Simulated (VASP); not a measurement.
# Cr (P2_13) in VASP: a series of runs

Runs on Cr. Level: PBE. Tasks: relaxation of cell and atoms, single point.

All numbers are computed with VASP 6.6.1; they aren't measurements. Logs are shortened: lines on timing, memory, paths and dates and some standing lists are left out, and cuts for length are marked.

## Step 1: The cell of the first run

The structure is cubic, space group P2_13 (No. 198). The conventional cell has a = 3.932 Å, b = 3.932 Å, c = 3.932 Å, α = 90.00°, β = 90.00°, γ = 90.00°. Within 3.5 Å of Cr (site symmetry 3) lie 12 Cr at 2.63 to 2.96 Å.

## Step 2: Relaxation of cell and atoms, PBE

The input, INCAR:

```
SYSTEM = Cr
PREC = Accurate
ENCUT = 600
EDIFF = 1E-7
ISMEAR = 0
SIGMA = 0.1
LREAL = .False.
LASPH = .True.
NELM = 60
ALGO = Normal
ISIF = 3
LWAVE = .False.
LCHARG = .False.
GGA = PE
IBRION = 2
NSW = 90
EDIFFG = -0.04
```

The input, KPOINTS:

```
Automatic mesh
0
Gamma
  4 4 4
  0 0 0
```

The input, POSCAR:

```
Cr
1.0
    3.9324309181      0.0000000000      0.0000000000
    0.0000000000      3.9324309181      0.0000000000
    0.0000000000      0.0000000000      3.9324309181
Cr
4
Direct
    0.0300000000      0.0300000000      0.0300000000
    0.4700000000      0.9700000000      0.5300000000
    0.5300000000      0.4700000000      0.9700000000
    0.9700000000      0.5300000000      0.4700000000
```

Potentials or basis: VASP PAW PBE potentials, release 64 (Cr_pv).

Started as:

```console
$ cat potpaw_PBE.64/Cr_pv/POTCAR > POTCAR
$ mpirun -np 1 vasp_std > vasp.out
```

OUTCAR:

```text
SYSTEM = Cr
   PREC = Accurate
   ENCUT = 600
   EDIFF = 1E-7
   ISMEAR = 0
   LREAL = .False.
   LASPH = .True.
   NELM = 60
   ISIF = 3
   GGA = PE
   IBRION = 2
   NSW = 90
   EDIFFG = -0.04

 ion  position               nearest neighbor table
   1  0.030  0.030  0.030-   2 2.63   3 2.63   4 2.63   2 2.63   4 2.63   3 2.63   4 2.96   4 2.96
                             2 2.96   3 2.96   2 2.96   3 2.96
   2  0.470  0.970  0.530-   1 2.63   3 2.63   4 2.63   1 2.63   3 2.63   4 2.63   1 2.96   3 2.96
                             1 2.96   3 2.96   4 2.96   4 2.96
   3  0.530  0.470  0.970-   1 2.63   2 2.63   4 2.63   4 2.63   2 2.63   1 2.63   2 2.96   1 2.96
                             1 2.96   2 2.96   4 2.96   4 2.96
   4  0.970  0.530  0.470-   1 2.63   2 2.63   3 2.63   3 2.63   1 2.63   2 2.63   3 2.96   1 2.96
                             3 2.96   2 2.96   1 2.96   2 2.96

  LATTYP: Found a simple cubic cell.
 ALAT       =     3.9324309181

  Lattice vectors:

 A1 = (   3.9324309181,   0.0000000000,   0.0000000000)
 A2 = (   0.0000000000,   3.9324309181,   0.0000000000)
 A3 = (   0.0000000000,   0.0000000000,   3.9324309181)

Analysis of symmetry for initial positions (statically):
=====================================================================
 Subroutine PRICEL returns:
 Original cell was already a primitive cell.

 Routine SETGRP: Setting up the symmetry group for a
 simple cubic supercell.

 Subroutine GETGRP returns: Found 12 space group operations
 (whereof  3 operations were pure point group operations)
 out of a pool of 48 trial point group operations.

The static configuration has the point symmetry C_3 .
 The point group associated with its full space group is T   .

Analysis of symmetry for dynamics (positions and initial velocities):
=====================================================================
 Subroutine PRICEL returns:
 Original cell was already a primitive cell.

 Routine SETGRP: Setting up the symmetry group for a
 simple cubic supercell.

 Subroutine GETGRP returns: Found 12 space group operations
 (whereof  3 operations were pure point group operations)
 out of a pool of 48 trial point group operations.

The dynamic configuration has the point symmetry C_3 .
 The point group associated with its full space group is T   .

 Subroutine INISYM returns: Found 12 space group operations
 (whereof  3 operations are pure point group operations),
 and found     1 'primitive' translations

----------------------------------------------------------------------------------------

                                     Primitive cell

  volume of cell :      60.8112

  direct lattice vectors                    reciprocal lattice vectors
     3.932430918  0.000000000  0.000000000     0.254295631  0.000000000  0.000000000
     0.000000000  3.932430918  0.000000000     0.000000000  0.254295631  0.000000000
     0.000000000  0.000000000  3.932430918     0.000000000  0.000000000  0.254295631

  length of vectors
     3.932430918  3.932430918  3.932430918     0.254295631  0.254295631  0.254295631

  position of ions in fractional coordinates (direct lattice)
     0.030000000  0.030000000  0.030000000
     0.470000000  0.970000000  0.530000000
     0.530000000  0.470000000  0.970000000
     0.970000000  0.530000000  0.470000000

  ion indices of the primitive-cell ions
   primitive index   ion index
                 1           1
                 2           2
                 3           3
                 4           4

----------------------------------------------------------------------------------------

 KPOINTS: Automatic mesh

Automatic generation of k-mesh.
 Grid dimensions read from file:
 generate k-points for:    4    4    4

 Generating k-lattice:

  Cartesian coordinates                     Fractional coordinates (reciprocal lattice)
     0.063573908  0.000000000  0.000000000     0.250000000  0.000000000  0.000000000
     0.000000000  0.063573908  0.000000000     0.000000000  0.250000000  0.000000000
     0.000000000  0.000000000  0.063573908     0.000000000  0.000000000  0.250000000

  Length of vectors
     0.063573908  0.063573908  0.063573908

  Shift w.r.t. Gamma in fractional coordinates (k-lattice)
     0.000000000  0.000000000  0.000000000

 Subroutine IBZKPT returns following result:
 ===========================================

 Found     11 irreducible k-points:

 Following reciprocal coordinates:
            Coordinates               Weight
  0.000000  0.000000  0.000000      1.000000
  0.250000  0.000000  0.000000      6.000000
  0.500000  0.000000  0.000000      3.000000
  0.250000  0.250000  0.000000     12.000000
  0.500000  0.250000  0.000000      6.000000
 -0.250000  0.500000  0.000000      6.000000
  0.500000  0.500000  0.000000      3.000000
  0.250000  0.250000  0.250000      8.000000
  0.500000  0.250000  0.250000     12.000000
  0.500000  0.500000  0.250000      6.000000
  0.500000  0.500000  0.500000      1.000000
   k-points           NKPTS =     11   k-points in BZ     NKDIM =     11   number of bands    NBANDS=     28
   number of dos      NEDOS =    301   number of ions     NIONS =      4
   total plane-waves  NPLWV =  32768
   dimension x,y,z NGX =    32 NGY =   32 NGZ =   32
   dimension x,y,z NGXF=    64 NGYF=   64 NGZF=   64
   ions per type =               4
   NGX,Y,Z   is equivalent  to a cutoff of  13.53, 13.53, 13.53 a.u.
   NGXF,Y,Z  is equivalent  to a cutoff of  27.06, 27.06, 27.06 a.u.
 SYSTEM =  Cr
   PREC   = accura    normal or accurate (medium, high low for compatibility)
   ISTART =      0    job   : 0-new  1-cont  2-samecut
   ICHARG =      2    charge: 1-file 2-atom 10-const
   ISPIN  =      1    spin polarized calculation?
   LNONCOLLINEAR =      F non collinear calculations
   LSORBIT =      F    spin-orbit coupling
   LASPH  =      T    aspherical Exc in radial PAW
   ENCUT  =  600.0 eV  44.10 Ry    6.64 a.u.   7.85  7.85  7.85*2*pi/ulx,y,z
   NELM   =     60;   NELMIN=  2; NELMDL= -5     # of ELM steps
   EDIFF  = 0.1E-06   stopping-criterion for ELM
   LREAL  =      F    real-space projection
   EDIFFG = -.4E-01   stopping-criterion for IOM
   NSW    =     90    number of steps for IOM
   IBRION =      2    ionic relax: 0-MD 1-quasi-New 2-CG
   NFREE  =      1    steps in history (QN), initial steepest desc. (CG)
   ISIF   =      3    stress and relaxation
   ISYM   =      2    0-nonsym 1-usesym 2-fastsym
   POTIM  = 0.5000    time-step for ionic-motion
   TEBEG  =    0.0;   TEEND  =   0.0 temperature during run
   PSTRESS=    0.0 pullay stress
   NELECT =      48.0000    total number of electrons
   NUPDOWN=      -1.0000    fix difference up-down
   EMIN   =  10.00;   EMAX   =-10.00  energy-range for DOS
   EFERMI =   0.00;   METHOD = LEGACY
   ISMEAR =     0;   SIGMA  =   0.10  broadening in eV -4-tet -1-fermi 0-gaus
   EFERMI_NEDOS =   21; number of points for ismear=-14 and -15
   IALGO  =     38    algorithm
   IMIX   =      4    mixing-type and parameters
     AMIX     =   0.40;   BMIX     =  1.00
     AMIX_MAG =   1.60;   BMIX_MAG =  1.00
  volume/ion in A,a.u.               =      15.20       102.59
  Fermi-wavevector in a.u.,A,eV,Ry     =   1.512960  2.859080 31.144392  2.289048
  Thomas-Fermi vector in A             =   2.622815
   LORBIT       =      0    0 simple, 1 ext, 2 COOP (PROOUT), +10 PAW based schemes
   GGA     = PE    functional components
   LHFCALC =     F    Hartree Fock is set to
   AEXX    =    0.0000 exact exchange contribution
   IVDW    =     0    specifies the selected vdW correction
   LEPSILON=     F    determine dielectric tensor
   LRPA    =     F    only Hartree local field effects (RPA)
 conjugate gradient relaxation of ions
 non-spin polarized calculation
 Gauss-broadening in eV      SIGMA  =   0.10
  energy-cutoff  :      600.00
  volume of cell :       60.81
 maximum number of plane-waves:      2048
   NGX = 15   NGY = 15   NGZ = 15

--------------------------------------- Ionic step        1  -------------------------------------------

 number of electron      48.0000044 magnetization

 Free energy of the ion-electron system (eV)
  ---------------------------------------------------
  ext. energy  EPLUGINS =         0.00000000
  ---------------------------------------------------
  free energy    TOTEN  =       -34.67808189 eV

  energy without entropy =      -34.63064003  energy(sigma->0) =      -34.65436096

------------------------ aborting loop because EDIFF is reached ----------------------------------------

  FORCE on cell =-STRESS in cart. coord.  units (eV):
  Direction    XX          YY          ZZ          XY          YZ          ZX
  --------------------------------------------------------------------------------------
  -------------------------------------------------------------------------------------
  Total      -11.9860215    -11.9860215    -11.9860215     -0.0000000      0.0000000      0.0000000
  in kB     -315.7928766   -315.7928766   -315.7928766     -0.0000000      0.0000000      0.0000000
  external PRESSURE =    -315.7928766 kB  Pullay stress =       0.0000000 kB
[... 95 lines left out ...]
  FREE ENERGIE OF THE ION-ELECTRON SYSTEM (eV)
  ---------------------------------------------------
  free  energy   TOTEN  =       -36.1529885364 eV

  energy  without entropy=      -36.1146904991  energy(sigma->0) =      -36.13383952

 E-fermi :   9.5295     XC(G=0): -13.1935

 val. band max:        9.5145443579   @ k =   0.2500   0.0000   0.0000
 cond. band min:       9.6517588231   @ k =   0.2500   0.2500   0.0000
 fundamental gap:      0.1372144652
 Fermi energy:         9.5294928073

 k-point     1 :       0.0000    0.0000    0.0000
  band No.  band energies     occupation
      1     -33.5482      2.00000
      2     -33.5482      2.00000
      3     -33.5482      2.00000
      4     -33.1414      2.00000
      5     -33.1414      2.00000
      6     -33.1414      2.00000
[... 330 lines left out ...]
     27      10.3308      0.00000
     28      10.3308      0.00000

[... ionic steps 4 to 9 ...]

--------------------------------------- Ionic step       10  -------------------------------------------

 number of electron      47.9999997 magnetization

------------------------ aborting loop because EDIFF is reached ----------------------------------------

  FORCE on cell =-STRESS in cart. coord.  units (eV):
  Direction    XX          YY          ZZ          XY          YZ          ZX
  --------------------------------------------------------------------------------------
  -------------------------------------------------------------------------------------
  Total       -0.1610862     -0.1610862     -0.1610862     -0.0000000      0.0000000     -0.0000000
  in kB       -5.4062880     -5.4062880     -5.4062880     -0.0000000      0.0000000     -0.0000000
  external PRESSURE =      -5.4062880 kB  Pullay stress =       0.0000000 kB
[... 61 lines left out ...]
  energy  without entropy=      -36.4406207290  energy(sigma->0) =      -36.46295580

--------------------------------------- Ionic step       12  -------------------------------------------

 number of electron      47.9999977 magnetization

 Free energy of the ion-electron system (eV)
  ---------------------------------------------------
  ext. energy  EPLUGINS =         0.00000000
  ---------------------------------------------------
  free energy    TOTEN  =       -36.48708516 eV

  energy without entropy =      -36.44245917  energy(sigma->0) =      -36.46477217

 E-fermi :  10.2093     XC(G=0): -13.4911

 val. band max:       10.1938825038   @ k =   0.2500   0.0000   0.0000
 cond. band min:      10.3390149048   @ k =   0.5000   0.2500   0.2500
 fundamental gap:      0.1451324010
 Fermi energy:        10.2093447230

 k-point     1 :       0.0000    0.0000    0.0000
  band No.  band energies     occupation
      1     -32.8912      2.00000
      2     -32.8912      2.00000
      3     -32.8912      2.00000
      4     -32.4081      2.00000
      5     -32.4081      2.00000
      6     -32.4081      2.00000
[... 361 lines left out ...]
  FREE ENERGIE OF THE ION-ELECTRON SYSTEM (eV)
  ---------------------------------------------------
  free  energy   TOTEN  =       -36.4870851590 eV

  energy  without entropy=      -36.4424591748  energy(sigma->0) =      -36.46477217

 reached required accuracy - stopping structural energy minimisation
```

Wall time 4.2 min (1 thread of Intel Xeon Platinum 8488C (Sapphire Rapids), shared host); peak memory 0.19 GiB.

What came out:

* Free energy: -36.4871 eV
* Relaxed volume: 11.90 Å³/atom
* Relaxed cell: a = 3.624 Å, b = 3.624 Å, c = 3.624 Å, α = 90.00°, β = 90.00°, γ = 90.00°
* Space group after relaxing (to 0.05 Å): Fm-3m (No. 225)
* Energy gained by relaxing: 452.3 meV/atom
* Ionic steps: 12
* Pressure after relaxing: 0.0 GPa

Forces in eV/Å, atoms in the order of the input:
```
Cr  -0.001 -0.001 -0.001
Cr   0.001  0.001 -0.001
Cr  -0.001  0.001  0.001
Cr   0.001 -0.001  0.001
```

The path:
```
step  energy change (eV)  largest force (eV/Å)  pressure (GPa)  volume (Å³)
   1              0.0000                0.1816          -31.58        60.81
   2              0.9246                1.9250           90.59        38.07
   3             -1.4749                0.8720           -2.56        49.15
   4             -1.4799                0.9060           -0.53        48.69
   5             -1.4802                0.9223            0.55        48.46
   6             -1.6069                0.6944            1.28        47.98
   7             -1.7838                0.1602            5.31        46.66
   8             -1.7147                0.0040          -11.30        50.17
   9             -1.8046                0.0928           -0.65        47.76
  10             -1.8046                0.0941           -0.54        47.74
  11             -1.8072                0.0594           -0.35        47.69
  12             -1.8090                0.0025            0.03        47.61
```

Final structure:
```cif
data_structure
_symmetry_space_group_name_H-M 'P 1'
_symmetry_Int_Tables_number 1
_cell_length_a 3.6244
_cell_length_b 3.6244
_cell_length_c 3.6244
_cell_angle_alpha 90.000
_cell_angle_beta 90.000
_cell_angle_gamma 90.000
_cell_volume 47.61
loop_
_atom_site_label
_atom_site_type_symbol
_atom_site_fract_x
_atom_site_fract_y
_atom_site_fract_z
_atom_site_occupancy
Cr1 Cr 0.00010 0.00010 0.00010 1
Cr2 Cr 0.49990 0.99990 0.50010 1
Cr3 Cr 0.50010 0.49990 0.99990 1
Cr4 Cr 0.99990 0.50010 0.49990 1
```

Caveat: the k points lie up to 0.43 Å⁻¹ apart in the final cell; the volume moved by over 15 % at a fixed basis, so the end points are rough; the bands computed are all filled at some k points, so no gap is given; the run has no spin polarisation, though such a crystal can be magnetic.

## Step 3: Single point, PBE, collinear spin, ferromagnetic start

The input, INCAR:

```
SYSTEM = Cr
PREC = Accurate
ENCUT = 520
EDIFF = 1E-7
ISMEAR = 0
SIGMA = 0.1
LREAL = .FALSE.
LASPH = .TRUE.
NELM = 150
ALGO = Fast
ISIF = 2
LWAVE = .FALSE.
LCHARG = .FALSE.
ISPIN = 2
MAGMOM = 3 3 3 3
LORBIT = 11
LMAXMIX = 4
GGA = PE
NBANDS = 36
```

The input, KPOINTS:

```
regular mesh
0
G
  4 4 4
  0 0 0
```

POSCAR is that of step 2.

Potentials or basis: VASP PAW PBE potentials, release 64 (Cr_pv).

Started as:

```console
$ cat potpaw_PBE.64/Cr_pv/POTCAR > POTCAR
$ mpirun -np 1 vasp_std > vasp.out
```

It took 9.5 min on 1 thread of Intel Xeon Platinum 8488C (Sapphire Rapids), shared host; peak memory 0.2 GiB.

The run converged. Its results:

| Property | Result |
| --- | --- |
| Free energy | -34.6788 eV |
| Pressure | -31.5 GPa |
| Largest force | 0.181 eV/Å |
| Net moment | 0.04 μB per cell |
| Valence electrons inside the program's atomic spheres | Cr 10.65 |

Forces on the atoms (eV/Å):
```
Cr  -0.105 -0.105 -0.105
Cr   0.105  0.105 -0.105
Cr  -0.105  0.105  0.105
Cr   0.105 -0.105  0.105
```

Levels at points of the mesh, in eV from the Fermi level:
Spin up:
| k point | band 22 | band 23 | band 24 | band 25 | band 26 | band 27 |
| --- | --- | --- | --- | --- | --- | --- |
| (0.00, 0.00, 0.00) | -0.33 | 0.91 | 0.91 | 1.32 | 1.32 | 1.32 |
| (0.50, 0.00, 0.00) | -1.06 | -0.13 | -0.13 | 0.62 | 0.62 | 0.67 |
| (0.50, 0.50, 0.00) | -0.95 | -0.57 | -0.57 | 0.22 | 0.22 | 0.53 |
| (0.50, 0.50, 0.50) | -0.41 | -0.41 | -0.41 | 0.53 | 0.53 | 0.53 |
Spin down:
```tsv
k point	band 21	band 22	band 23	band 24	band 25	band 26	band 27	band 28
(0.00, 0.00, 0.00)	-0.32	-0.32	0.92	0.92	1.33	1.33	1.33	1.54
(0.50, 0.00, 0.00)	-1.05	-1.05	-0.12	-0.12	0.63	0.63	0.68	0.68
(0.50, 0.50, 0.00)	-0.95	-0.95	-0.56	-0.56	0.23	0.23	0.54	0.54
(0.50, 0.50, 0.50)	-0.40	-0.40	-0.40	-0.40	0.54	0.54	0.54	0.54
```

Caveat: the k points lie up to 0.40 Å⁻¹ apart; the starting moments collapsed, and a magnetic state may lie lower.
